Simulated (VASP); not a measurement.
# Al5HRh (P4/mmm) in VASP: single point with PBE

Aim: the single point of Al5HRh with PBE.

All numbers are computed with VASP 6.6.1; they aren't measurements. Logs are shortened: lines on timing, memory, paths and dates and some standing lists are left out, and cuts for length are marked.

## (1) The cell of the first run

The structure is tetragonal, space group P4/mmm (No. 123). Conventional cell: a = 3.766 Å, b = 3.766 Å, c = 6.562 Å, α = 90.00°, β = 90.00°, γ = 90.00°. Al (site symmetry 4/mmm) has 4 Rh at 2.66 Å and 8 Al at 2.70 Å and 2 H at 3.28 Å within 3.5 Å. Within 3.1 Å of Al (site symmetry 2mm) lie 2 H at 2.31 Å and 7 Al at 2.66 to 2.70 Å and 2 Rh at 2.70 Å. Within 3.1 Å of H (site symmetry 4/mmm) lie 8 Al at 2.31 Å. Within 3.5 Å of Rh (site symmetry 4/mmm) lie 12 Al at 2.66 to 2.70 Å.

## (2) Single point, PBE

Contents of INCAR:

```
SYSTEM = Al5HRh
  ALGO = Normal
  EDIFF = 1E-6
  ENCUT = 520
  GGA = PE
  ISIF = 2
  ISMEAR = 0
  LASPH = .TRUE.
  LCHARG = .FALSE.
  LREAL = .FALSE.
  LWAVE = .FALSE.
  NBANDS = 24
  NELM = 60
  PREC = Accurate
  SIGMA = 0.1
```

Contents of KPOINTS:

```
k-points
0
G
  4 4 4
  0 0 0
```

Contents of POSCAR:

```
Al5HRh
1.0
    3.7659370100      0.0000000000      0.0000000000
    0.0000000000      3.7659370100      0.0000000000
    0.0000000000      0.0000000000      6.5617123500
Al H Rh
5 1 1
Direct
    0.0000000000      0.0000000000      0.0000000000
    0.5000000000      0.0000000000      0.7047851700
    0.0000000000      0.5000000000      0.7047851700
    0.5000000000      0.0000000000      0.2952148300
    0.0000000000      0.5000000000      0.2952148300
    0.0000000000      0.0000000000      0.5000000000
    0.5000000000      0.5000000000      0.0000000000
```

Potentials or basis: VASP PAW PBE potentials, release 64 (Al, H, Rh_pv).

Started as:

```
$ cat potpaw_PBE.64/Al/POTCAR potpaw_PBE.64/H/POTCAR potpaw_PBE.64/Rh_pv/POTCAR > POTCAR
$ mpirun -np 1 vasp_std > vasp.out
```

OUTCAR:

```text
SYSTEM = Al5HRh
   EDIFF = 1E-6
   ENCUT = 520
   GGA = PE
   ISIF = 2
   ISMEAR = 0
   LASPH = .TRUE.
   LREAL = .FALSE.
   NELM = 60
   PREC = Accurate

 ion  position               nearest neighbor table
   1  0.000  0.000  0.000-   7 2.66   7 2.66   7 2.66   7 2.66   2 2.70   3 2.70   5 2.70   3 2.70
                             2 2.70   4 2.70   4 2.70   5 2.70
   2  0.500  0.000  0.705-   3 2.66   3 2.66   3 2.66   3 2.66   4 2.69   7 2.70   1 2.70   7 2.70
                             1 2.70
   3  0.000  0.500  0.705-   2 2.66   2 2.66   2 2.66   2 2.66   5 2.69   1 2.70   7 2.70   7 2.70
                             1 2.70
   4  0.500  0.000  0.295-   5 2.66   5 2.66   5 2.66   5 2.66   2 2.69   7 2.70   1 2.70   7 2.70
                             1 2.70
   5  0.000  0.500  0.295-   4 2.66   4 2.66   4 2.66   4 2.66   3 2.69   1 2.70   7 2.70   7 2.70
                             1 2.70
   6  0.000  0.000  0.500-
   7  0.500  0.500  0.000-   1 2.66   1 2.66   1 2.66   1 2.66   5 2.70   2 2.70   2 2.70   4 2.70
                             3 2.70   3 2.70   5 2.70   4 2.70

  LATTYP: Found a simple tetragonal cell.
 ALAT       =     3.7659370100
 C/A-ratio  =     1.7423850512

  Lattice vectors:

 A1 = (   3.7659370100,   0.0000000000,   0.0000000000)
 A2 = (   0.0000000000,   3.7659370100,   0.0000000000)
 A3 = (   0.0000000000,   0.0000000000,   6.5617123500)

Analysis of symmetry for initial positions (statically):
=====================================================================
 Subroutine PRICEL returns:
 Original cell was already a primitive cell.

 Routine SETGRP: Setting up the symmetry group for a
 simple tetragonal supercell.

 Subroutine GETGRP returns: Found 16 space group operations
 (whereof 16 operations were pure point group operations)
 out of a pool of 16 trial point group operations.

The static configuration has the point symmetry D_4h.

Analysis of symmetry for dynamics (positions and initial velocities):
=====================================================================
 Subroutine PRICEL returns:
 Original cell was already a primitive cell.

 Routine SETGRP: Setting up the symmetry group for a
 simple tetragonal supercell.

 Subroutine GETGRP returns: Found 16 space group operations
 (whereof 16 operations were pure point group operations)
 out of a pool of 16 trial point group operations.

The dynamic configuration has the point symmetry D_4h.

 Subroutine INISYM returns: Found 16 space group operations
 (whereof 16 operations are pure point group operations),
 and found     1 'primitive' translations

----------------------------------------------------------------------------------------

                                     Primitive cell

  volume of cell :      93.0601

  direct lattice vectors                    reciprocal lattice vectors
     3.765937010  0.000000000  0.000000000     0.265538164  0.000000000  0.000000000
     0.000000000  3.765937010  0.000000000     0.000000000  0.265538164  0.000000000
     0.000000000  0.000000000  6.561712350     0.000000000  0.000000000  0.152399244

  length of vectors
     3.765937010  3.765937010  6.561712350     0.265538164  0.265538164  0.152399244

  position of ions in fractional coordinates (direct lattice)
     0.000000000  0.000000000  0.000000000
     0.500000000  0.000000000  0.704785170
     0.000000000  0.500000000  0.704785170
     0.500000000  0.000000000  0.295214830
     0.000000000  0.500000000  0.295214830
     0.000000000  0.000000000  0.500000000
     0.500000000  0.500000000  0.000000000

  ion indices of the primitive-cell ions
   primitive index   ion index
                 1           1
                 2           2
                 3           3
                 4           4
                 5           5
                 6           6
                 7           7

----------------------------------------------------------------------------------------

 KPOINTS: k-points

Automatic generation of k-mesh.
 Grid dimensions read from file:
 generate k-points for:    4    4    4

 Generating k-lattice:

  Cartesian coordinates                     Fractional coordinates (reciprocal lattice)
     0.066384541  0.000000000  0.000000000     0.250000000  0.000000000  0.000000000
     0.000000000  0.066384541  0.000000000     0.000000000  0.250000000  0.000000000
     0.000000000  0.000000000  0.038099811     0.000000000  0.000000000  0.250000000

  Length of vectors
     0.066384541  0.066384541  0.038099811

  Shift w.r.t. Gamma in fractional coordinates (k-lattice)
     0.000000000  0.000000000  0.000000000

 Subroutine IBZKPT returns following result:
 ===========================================

 Found     18 irreducible k-points:

 Following reciprocal coordinates:
            Coordinates               Weight
  0.000000  0.000000  0.000000      1.000000
  0.250000  0.000000  0.000000      4.000000
  0.500000  0.000000  0.000000      2.000000
  0.250000  0.250000  0.000000      4.000000
  0.500000  0.250000  0.000000      4.000000
  0.500000  0.500000  0.000000      1.000000
[... 10 lines left out ...]
  0.500000  0.250000  0.500000      4.000000
  0.500000  0.500000  0.500000      1.000000
   k-points           NKPTS =     18   k-points in BZ     NKDIM =     18   number of bands    NBANDS=     24
   number of dos      NEDOS =    301   number of ions     NIONS =      7
   total plane-waves  NPLWV =  39200
   dimension x,y,z NGX =    28 NGY =   28 NGZ =   50
   dimension x,y,z NGXF=    56 NGYF=   56 NGZF=  100
   ions per type =               5   1   1
   NGX,Y,Z   is equivalent  to a cutoff of  12.36, 12.36, 12.67 a.u.
   NGXF,Y,Z  is equivalent  to a cutoff of  24.72, 24.72, 25.34 a.u.
 SYSTEM =  Al5HRh
   PREC   = accura    normal or accurate (medium, high low for compatibility)
   ISTART =      0    job   : 0-new  1-cont  2-samecut
   ICHARG =      2    charge: 1-file 2-atom 10-const
   ISPIN  =      1    spin polarized calculation?
   LNONCOLLINEAR =      F non collinear calculations
   LSORBIT =      F    spin-orbit coupling
   LASPH  =      T    aspherical Exc in radial PAW
   ENCUT  =  520.0 eV  38.22 Ry    6.18 a.u.   7.00  7.00 12.20*2*pi/ulx,y,z
   NELM   =     60;   NELMIN=  2; NELMDL= -5     # of ELM steps
   EDIFF  = 0.1E-05   stopping-criterion for ELM
   LREAL  =      F    real-space projection
   EDIFFG = 0.1E-04   stopping-criterion for IOM
   NSW    =      0    number of steps for IOM
   IBRION =     -1    ionic relax: 0-MD 1-quasi-New 2-CG
   NFREE  =      0    steps in history (QN), initial steepest desc. (CG)
   ISIF   =      2    stress and relaxation
   ISYM   =      2    0-nonsym 1-usesym 2-fastsym
   POTIM  = 0.5000    time-step for ionic-motion
   TEBEG  =    0.0;   TEEND  =   0.0 temperature during run
   PSTRESS=    0.0 pullay stress
   NELECT =      31.0000    total number of electrons
   NUPDOWN=      -1.0000    fix difference up-down
   EMIN   =  10.00;   EMAX   =-10.00  energy-range for DOS
   EFERMI =   0.00;   METHOD = LEGACY
   ISMEAR =     0;   SIGMA  =   0.10  broadening in eV -4-tet -1-fermi 0-gaus
   EFERMI_NEDOS =   21; number of points for ismear=-14 and -15
   IALGO  =     38    algorithm
   IMIX   =      4    mixing-type and parameters
     AMIX     =   0.40;   BMIX     =  1.00
     AMIX_MAG =   1.60;   BMIX_MAG =  1.00
  volume/ion in A,a.u.               =      13.29        89.71
  Fermi-wavevector in a.u.,A,eV,Ry     =   1.134857  2.144568 17.522935  1.287899
  Thomas-Fermi vector in A             =   2.271561
   LORBIT       =      0    0 simple, 1 ext, 2 COOP (PROOUT), +10 PAW based schemes
   GGA     = PE    functional components
   LHFCALC =     F    Hartree Fock is set to
   AEXX    =    0.0000 exact exchange contribution
   IVDW    =     0    specifies the selected vdW correction
   LEPSILON=     F    determine dielectric tensor
   LRPA    =     F    only Hartree local field effects (RPA)
 non-spin polarized calculation
 Gauss-broadening in eV      SIGMA  =   0.10
  energy-cutoff  :      520.00
  volume of cell :       93.06
 maximum number of plane-waves:      2540
   NGX = 15   NGY = 15   NGZ = 25

 number of electron      30.9999997 magnetization

 Free energy of the ion-electron system (eV)
  ---------------------------------------------------
  ext. energy  EPLUGINS =         0.00000000
  ---------------------------------------------------
  free energy    TOTEN  =       -29.40602569 eV

  energy without entropy =      -29.39120091  energy(sigma->0) =      -29.39861330

 E-fermi :   9.3946     XC(G=0): -10.9794

 val. band max:        9.3372830035   @ k =   0.2500   0.0000   0.2500
 cond. band min:       9.4045940667   @ k =   0.5000   0.5000   0.0000
 fundamental gap:      0.0673110632
 Fermi energy:         9.3945733738

 k-point     1 :       0.0000    0.0000    0.0000
  band No.  band energies     occupation
      1     -37.5844      2.00000
      2     -37.5057      2.00000
      3     -37.5057      2.00000
      4      -2.4606      2.00000
      5       0.8035      2.00000
      6       1.0154      2.00000
[... 16 lines left out ...]
     23      12.5670      0.00000
     24      14.1883      0.00000

 k-point     2 :       0.2500    0.0000    0.0000
  band No.  band energies     occupation
      1     -37.5840      2.00000
      2     -37.5106      2.00000
      3     -37.5055      2.00000
      4      -1.8170      2.00000
      5       1.2826      2.00000
      6       1.6246      2.00000
[... 16 lines left out ...]
     23      13.5993      0.00000
     24      14.0730      0.00000

 k-point     3 :       0.5000    0.0000    0.0000
  band No.  band energies     occupation
      1     -37.5836      2.00000
      2     -37.5155      2.00000
      3     -37.5052      2.00000
      4      -0.3824      2.00000
      5       0.7102      2.00000
      6       2.1255      2.00000
[... 16 lines left out ...]
     23      13.7131      0.00000
     24      14.0911      0.00000

 k-point     4 :       0.2500    0.2500    0.0000
  band No.  band energies     occupation
      1     -37.5836      2.00000
      2     -37.5104      2.00000
      3     -37.5101      2.00000
      4      -1.1935      2.00000
      5       1.7710      2.00000
      6       2.2033      2.00000
[... 16 lines left out ...]
     23      14.3683      0.00000
     24      14.6076      0.00000

 k-point     5 :       0.5000    0.2500    0.0000
  band No.  band energies     occupation
      1     -37.5832      2.00000
      2     -37.5150      2.00000
      3     -37.5098      2.00000
      4       0.1432      2.00000
      5       1.3833      2.00000
      6       2.6753      2.00000
[... 16 lines left out ...]
     23      14.3693      0.00000
     24      15.0524      0.00000

 k-point     6 :       0.5000    0.5000    0.0000
  band No.  band energies     occupation
      1     -37.5828      2.00000
      2     -37.5144      2.00000
      3     -37.5144      2.00000
      4       1.0921      2.00000
      5       2.9604      2.00000
      6       2.9604      2.00000
[... 16 lines left out ...]
     23      15.7287      0.00000
     24      15.7287      0.00000
[... 217 lines left out ...]
 k-point    15 :       0.5000    0.0000    0.5000
  band No.  band energies     occupation
      1     -37.5836      2.00000
      2     -37.5155      2.00000
      3     -37.5052      2.00000
      4       0.0209      2.00000
      5       0.8198      2.00000
      6       1.4208      2.00000
[... 16 lines left out ...]
     23      12.4940      0.00000
     24      15.5877      0.00000

 k-point    16 :       0.2500    0.2500    0.5000
  band No.  band energies     occupation
      1     -37.5836      2.00000
      2     -37.5104      2.00000
      3     -37.5101      2.00000
      4      -0.5268      2.00000
      5      -0.1901      2.00000
      6       4.0265      2.00000
[... 16 lines left out ...]
     23      14.3337      0.00000
     24      14.9248      0.00000

 k-point    17 :       0.5000    0.2500    0.5000
  band No.  band energies     occupation
      1     -37.5832      2.00000
      2     -37.5150      2.00000
      3     -37.5098      2.00000
      4       0.6028      2.00000
      5       1.2268      2.00000
      6       2.1399      2.00000
[... 16 lines left out ...]
     23      15.2736      0.00000
     24      15.3941      0.00000

 k-point    18 :       0.5000    0.5000    0.5000
  band No.  band energies     occupation
      1     -37.5828      2.00000
      2     -37.5144      2.00000
      3     -37.5144      2.00000
      4       1.8296      2.00000
      5       1.8684      2.00000
      6       3.0462      2.00000
[... 16 lines left out ...]
     23      12.2452      0.00000
     24      13.4409      0.00000

------------------------ aborting loop because EDIFF is reached ----------------------------------------

  FORCE on cell =-STRESS in cart. coord.  units (eV):
  Direction    XX          YY          ZZ          XY          YZ          ZX
  --------------------------------------------------------------------------------------
  -------------------------------------------------------------------------------------
  Total        6.1924592      6.1924592     -0.3144759      0.0000000      0.0000000      0.0000000
  in kB      106.6130682    106.6130682     -5.4142041      0.0000000      0.0000000      0.0000000
  external PRESSURE =      69.2706441 kB  Pullay stress =       0.0000000 kB

 VOLUME and BASIS-vectors are now :
 -----------------------------------------------------------------------------
  energy-cutoff  :      520.00
  volume of cell :       93.06
      direct lattice vectors                 reciprocal lattice vectors
     3.765937010  0.000000000  0.000000000     0.265538164  0.000000000  0.000000000
     0.000000000  3.765937010  0.000000000     0.000000000  0.265538164  0.000000000
     0.000000000  0.000000000  6.561712350     0.000000000  0.000000000  0.152399244

 POSITION                                       TOTAL-FORCE (eV/Angst)
 -----------------------------------------------------------------------------------
      0.00000      0.00000      0.00000        -0.000000      0.000000      0.000000
      1.88297      0.00000      4.62460         0.000000     -0.000000      0.018739
      0.00000      1.88297      4.62460         0.000000     -0.000000      0.018739
      1.88297      0.00000      1.93711        -0.000000      0.000000     -0.018739
      0.00000      1.88297      1.93711         0.000000      0.000000     -0.018739
      0.00000      0.00000      3.28086        -0.000000      0.000000      0.000000
      1.88297      1.88297      0.00000        -0.000000      0.000000      0.000000
 -----------------------------------------------------------------------------------
    total drift:                                0.000000      0.000000     -0.000000

  FREE ENERGIE OF THE ION-ELECTRON SYSTEM (eV)
  ---------------------------------------------------
  free  energy   TOTEN  =       -29.4060256871 eV

  energy  without entropy=      -29.3912009106  energy(sigma->0) =      -29.39861330
```

Wall time 15 s (1 thread of Intel Xeon 6975P-C (Granite Rapids), shared host); peak memory 0.2 GiB.

What came out:

```yaml
Free_energy: -29.4060 eV
Pressure: 6.9 GPa
Largest_force: 0.019 eV/Å
```

Forces in eV/Å, atoms in the order of the input:
```
Al   0.000  0.000  0.000
Al   0.000  0.000  0.019
Al   0.000  0.000  0.019
Al   0.000  0.000 -0.019
Al   0.000  0.000 -0.019
H    0.000  0.000  0.000
Rh   0.000  0.000  0.000
```

Stress tensor (GPa, compression positive):
```
10.66  0.00  0.00
 0.00 10.66  0.00
 0.00  0.00 -0.54
```

Caveat: the k points lie up to 0.42 Å⁻¹ apart.
